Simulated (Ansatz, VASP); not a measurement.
Pt: VASP beside Ansatz

```
CELL_PARAMETERS angstrom
2.76067 0.00000 0.00000
-1.38033 2.39081 0.00000
0.00000 0.00000 4.79213
ATOMIC_POSITIONS crystal
Pt 0.66667 0.33333 0.75000
Pt 0.33333 0.66667 0.25000
```

Alike in both runs: task single point; functional r2SCAN; k mesh 11 × 11 × 6; occupations methfessel-paxton of order 1, width 0.2 eV; no spin polarisation.

```csv
,VASP,Ansatz
version,VASP 6.6.1,Ansatz 0.2.0
potentials or method,"VASP PAW PBE potentials, release 64 (Pt_sv_GW), cutoff 550 eV","plane waves, PAW"
valence electrons in the cell,36,36
```

|  | VASP | Ansatz | Ansatz less VASP |
| --- | --- | --- | --- |
| pressure (GPa) | -8.3 | -6.3 | +1.98 |
| traceless stress, the component that is largest in VASP (GPa) | 0.60 | 0.55 | -0.050 |

VASP's potentials were made for PBE, not for r2SCAN.

Neither program's run includes spin-orbit coupling.
